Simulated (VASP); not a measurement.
# ScH3 (Fm-3m) in VASP: further runs, part 2 of 2

VASP 6.6.1. Earlier steps stand in the parts before.

### 3 Single point, PBEsol

The input, INCAR:

```
SYSTEM = ScH3
PREC = Accurate
ENCUT = 520
EDIFF = 1E-6
ISMEAR = 0
SIGMA = 0.05
LREAL = .False.
LASPH = .True.
NELM = 100
ALGO = Normal
ISIF = 2
LWAVE = .False.
LCHARG = .True.
GGA = PS
LELF = .True.
LVHAR = .True.
NBANDS = 15
```

The input, KPOINTS:

```
regular mesh
0
Gamma
  10 10 10
  0 0 0
```

The input, POSCAR:

```
ScH3
1.0
    0.0000000000      2.3529243548      2.3529243548
    2.3529243548      0.0000000000      2.3529243548
    2.3529243548      2.3529243548      0.0000000000
Sc H
1 3
Direct
    0.0000000000      0.0000000000      0.0000000000
    0.5000000000      0.5000000000      0.5000000000
    0.2500000000      0.2500000000      0.2500000000
    0.7500000000      0.7500000000      0.7500000000
```

Potentials or basis: VASP PAW PBE potentials, release 64 (Sc_sv, H).

Run with:

```
cat potpaw_PBE.64/Sc_sv/POTCAR potpaw_PBE.64/H/POTCAR > POTCAR
mpirun -np 1 vasp_std > vasp.out
```

OUTCAR:

```text
SYSTEM = ScH3
   PREC = Accurate
   ENCUT = 520
   EDIFF = 1E-6
   ISMEAR = 0
   LREAL = .False.
   LASPH = .True.
   NELM = 100
   ISIF = 2
   GGA = PS

 ion  position               nearest neighbor table
   1  0.000  0.000  0.000-   4 2.04   4 2.04   4 2.04   3 2.04   4 2.04   3 2.04   3 2.04   3 2.04

   2  0.500  0.500  0.500-
   3  0.250  0.250  0.250-   1 2.04   1 2.04   1 2.04   1 2.04
   4  0.750  0.750  0.750-   1 2.04   1 2.04   1 2.04   1 2.04

  LATTYP: Found a face centered cubic cell.
 ALAT       =     4.7058487096

  Lattice vectors:

 A1 = (   0.0000000000,   2.3529243548,   2.3529243548)
 A2 = (   2.3529243548,   0.0000000000,   2.3529243548)
 A3 = (   2.3529243548,   2.3529243548,   0.0000000000)

Analysis of symmetry for initial positions (statically):
=====================================================================
 Subroutine PRICEL returns:
 Original cell was already a primitive cell.

 Routine SETGRP: Setting up the symmetry group for a
 face centered cubic supercell.

 Subroutine GETGRP returns: Found 48 space group operations
[... 9 lines left out ...]

 Routine SETGRP: Setting up the symmetry group for a
 face centered cubic supercell.

[... 169 lines left out ...]
      4     -22.9104      2.00000
      5      -5.8406      2.00000
      6       5.0642      2.00000
      7       5.6325      1.35189
      8       5.6325      1.35188
      9       5.6325      1.35188
     10       7.4589      0.00000
     11       7.4589      0.00000
     12       8.4394      0.00000
     13      17.3234      0.00000
     14      17.3234      0.00000
[... 401 lines left out ...]
      2     -23.2488      2.00000
      3     -23.0317      2.00000
      4     -23.0169      2.00000
      5      -2.5900      2.00000
      6       0.2393      2.00000
      7       1.9108      2.00000
      8       7.1102      0.00000
      9       7.4941      0.00000
     10       8.3179      0.00000
     11       9.9151      0.00000
     12      11.6490      0.00000
     13      12.9395      0.00000
     14      13.1562      0.00000
     15      16.0233      0.00000

 [... further k-points ...]
[... 5 lines left out ...]
  --------------------------------------------------------------------------------------
  -------------------------------------------------------------------------------------
  Total        0.0386574      0.0386574      0.0386574      0.0000000      0.0000000      0.0000000
  in kB        2.3773268      2.3773268      2.3773268      0.0000000      0.0000000      0.0000000
  external PRESSURE =       2.3773268 kB  Pullay stress =       0.0000000 kB

 VOLUME and BASIS-vectors are now :
 -----------------------------------------------------------------------------
  energy-cutoff  :      520.00
  volume of cell :       26.05
      direct lattice vectors                 reciprocal lattice vectors
     0.000000000  2.352924355  2.352924355    -0.212501519  0.212501519  0.212501519
     2.352924355  0.000000000  2.352924355     0.212501519 -0.212501519  0.212501519
     2.352924355  2.352924355  0.000000000     0.212501519  0.212501519 -0.212501519

 POSITION                                       TOTAL-FORCE (eV/Angst)
 -----------------------------------------------------------------------------------
      0.00000      0.00000      0.00000        -0.000000      0.000000     -0.000000
      2.35292      2.35292      2.35292        -0.000000      0.000000     -0.000000
      1.17646      1.17646      1.17646         0.000000      0.000000      0.000000
      3.52939      3.52939      3.52939        -0.000000     -0.000000     -0.000000
 -----------------------------------------------------------------------------------
    total drift:                               -0.000000     -0.000000      0.000000

  FREE ENERGIE OF THE ION-ELECTRON SYSTEM (eV)
  ---------------------------------------------------
  free  energy   TOTEN  =       -18.5500710463 eV

  energy  without entropy=      -18.5489650006  energy(sigma->0) =      -18.54951802
```

OSZICAR:

```text
N       E                     dE             d eps       ncg     rms          rms(c)
DAV:   1     0.821986437944E+02    0.82199E+02   -0.62530E+03  1442   0.977E+02
DAV:   2    -0.185152723736E+02   -0.10071E+03   -0.96860E+02  1431   0.286E+02
DAV:   3    -0.210085283098E+02   -0.24933E+01   -0.24666E+01  1886   0.550E+01
DAV:   4    -0.210402680166E+02   -0.31740E-01   -0.31737E-01  1583   0.528E+00
DAV:   5    -0.210408656876E+02   -0.59767E-03   -0.59767E-03  2036   0.771E-01    0.127E+01
DAV:   6    -0.187197787563E+02    0.23211E+01   -0.22409E+00  2083   0.245E+01    0.421E+00
DAV:   7    -0.185652145950E+02    0.15456E+00   -0.30865E-01  2157   0.668E+00    0.144E+00
DAV:   8    -0.185611216723E+02    0.40929E-02   -0.77430E-02  2020   0.483E+00    0.106E+00
DAV:   9    -0.185539937482E+02    0.71279E-02   -0.32164E-02  2042   0.359E+00    0.442E-01
DAV:  10    -0.185501547584E+02    0.38390E-02   -0.63617E-03  2026   0.157E+00    0.931E-02
DAV:  11    -0.185500845813E+02    0.70177E-04   -0.22175E-04  2098   0.181E-01    0.229E-02
DAV:  12    -0.185500709636E+02    0.13618E-04   -0.19975E-05  2143   0.716E-02    0.426E-03
DAV:  13    -0.185500710463E+02   -0.82717E-07   -0.93293E-07   844   0.118E-02
   1 F= -.18550071E+02 E0= -.18549518E+02  d E =-.110605E-02
```

Wall time 29 s (1 thread of Intel Xeon Platinum 8259CL at 2.50GHz (Skylake/Cascade Lake), shared host); peak memory 0.17 GiB.

What came out:

| Quantity | Value |
| --- | --- |
| Free energy | -18.5501 eV |
| Pressure | 0.2 GPa |
| Band gap on the k mesh | zero (band 7 reaches 5.87 eV, above the bottom of band 8 at 5.51 eV) |

Caveat: the PAW data sets were made with another functional, which shifts forces and pressure a little.

### 4 Single point, PBEsol (volume scaled by 1.020)

The input, INCAR:

```
SYSTEM = ScH3
PREC     = Accurate       ! precision mode
ENCUT    = 520            ! plane-wave cutoff, eV
EDIFF    = 1E-6           ! SCF threshold, eV
ISMEAR   = 0              ! smearing method
SIGMA    = 0.05           ! smearing width, eV
LREAL    = .FALSE.        ! projectors in reciprocal space
LASPH    = .TRUE.         ! aspherical terms in the spheres
NELM     = 80             ! most SCF steps
ALGO     = Normal         ! electronic algorithm
ISIF     = 2              ! what is computed and relaxed
LWAVE    = .FALSE.        ! write WAVECAR
LCHARG   = .FALSE.        ! write CHGCAR
GGA      = PS             ! functional
NBANDS   = 15             ! bands
```

The input, KPOINTS:

```
regular mesh
0
G
  10 10 10
  0 0 0
```

The input, POSCAR:

```
ScH3
1.0
    0.0000000000      2.3685070894      2.3685070894
    2.3685070894      0.0000000000      2.3685070894
    2.3685070894      2.3685070894      0.0000000000
Sc H
1 3
Direct
    0.0000000000      0.0000000000      0.0000000000
    0.5000000000      0.5000000000      0.5000000000
    0.2500000000      0.2500000000      0.2500000000
    0.7500000000      0.7500000000      0.7500000000
```

Run with:

```
cat potpaw_PBE.64/Sc_sv/POTCAR potpaw_PBE.64/H/POTCAR > POTCAR
mpirun -np 1 vasp_std > vasp.out
```

Run time: 27 s. Hardware: 1 thread of Intel Xeon Platinum 8259CL at 2.50GHz (Skylake/Cascade Lake), shared host; peak memory 0.16 GiB.

The run converged. Its results:

```
Free energy            : -18.5479 eV
Pressure               : -2.1 GPa
Band gap on the k mesh : zero (band 7 reaches 5.72 eV, above the bottom of band 8 at 5.36 eV)
```

Levels at points of the mesh, in eV from the Fermi level:
```csv
k point,band 4,band 5,band 6,band 7,band 8,band 9,band 10,band 11
"(0.00, 0.00, 0.00)",-28.62,-11.37,-0.60,-0.02,-0.02,-0.02,1.76,1.76
"(0.50, 0.00, 0.00)",-28.67,-7.27,-7.03,-0.17,-0.14,-0.14,2.61,2.61
"(0.50, 0.50, 0.00)",-28.75,-6.45,-5.82,-5.55,2.70,2.81,2.81,4.90
```

Caveat: the cell differs from its parent crystal (volume scaled by 1.020); the PAW data sets were made with another functional, which shifts forces and pressure a little.

### 5 Single point, PBEsol

This run uses another cell than the first one, of 6.79 Å³/atom, 1.041 times its volume.

The input, INCAR:

```
SYSTEM = ScH3
PREC     = Accurate       ! precision mode
ENCUT    = 520            ! plane-wave cutoff, eV
EDIFF    = 1E-6           ! SCF threshold, eV
ISMEAR   = 0              ! smearing method
SIGMA    = 0.05           ! smearing width, eV
LREAL    = .False.        ! projectors in reciprocal space
LASPH    = .True.         ! aspherical terms in the spheres
NELM     = 100            ! most SCF steps
ALGO     = Normal         ! electronic algorithm
ISIF     = 2              ! what is computed and relaxed
LWAVE    = .False.        ! write WAVECAR
LCHARG   = .True.         ! write CHGCAR
GGA      = PS             ! functional
LELF     = .True.         ! ELF
LVHAR    = .True.       
NBANDS   = 15             ! bands
```

The input, KPOINTS:

```
Automatic mesh
0
Gamma
  10 10 10
  0 0 0
```

The input, POSCAR:

```
ScH3
1.0
    0.0000000000      2.3854431358      2.3854431358
    2.3854431358      0.0000000000      2.3854431358
    2.3854431358      2.3854431358      0.0000000000
Sc H
1 3
Direct
    0.0000000000      0.0000000000      0.0000000000
    0.5000000000      0.5000000000      0.5000000000
    0.2500000000      0.2500000000      0.2500000000
    0.7500000000      0.7500000000      0.7500000000
```

Run with:

```
cat potpaw_PBE.64/Sc_sv/POTCAR potpaw_PBE.64/H/POTCAR > POTCAR
mpirun -np 1 vasp_std > vasp.out
```

It took 31 s on 1 thread of Intel Xeon Platinum 8259CL at 2.50GHz (Skylake/Cascade Lake), shared host; peak memory 0.17 GiB.

Results (log left out):

```yaml
Free_energy: -18.5373 eV
Pressure: -4.4 GPa
Band_gap_on_the_k_mesh: zero (band 7 reaches 5.56 eV, above the bottom of band 8 at 5.21 eV)
```

Levels at points of the mesh, in eV from the Fermi level:
```csv
k point,band 4,band 5,band 6,band 7,band 8,band 9,band 10,band 11
"(0.00, 0.00, 0.00)",-28.68,-11.24,-0.61,-0.02,-0.02,-0.02,1.71,1.71
"(0.50, 0.00, 0.00)",-28.72,-7.18,-6.98,-0.18,-0.13,-0.13,2.53,2.53
"(0.50, 0.50, 0.00)",-28.80,-6.35,-5.73,-5.53,2.62,2.72,2.72,4.76
```

Caveat: the PAW data sets were made with another functional, which shifts forces and pressure a little.

### 6 The runs side by side

| cell | gap on the mesh (eV) | pressure (GPa) |
| --- | --- | --- |
| a = 3.329 Å, angles 60.0°, 4 atoms | none | 0.1 |
| a = 3.328 Å, angles 60.0°, 4 atoms | none | 0.2 |
| a = 3.350 Å, angles 60.0°, 4 atoms | none | -2.1 |
| a = 3.374 Å, angles 60.0°, 4 atoms | none | -4.4 |

Alike in all rows: task single point; level PBEsol; potentials or basis VASP PAW PBE potentials, release 64 (Sc_sv, H); no spin polarisation; k mesh 10 × 10 × 10; cutoff (eV) 520; smearing gaussian 0.05 eV.

Caveats: the PAW data sets were made with another functional, which shifts forces and pressure a little.

Absolute energies hang on the potentials; compare differences alone.
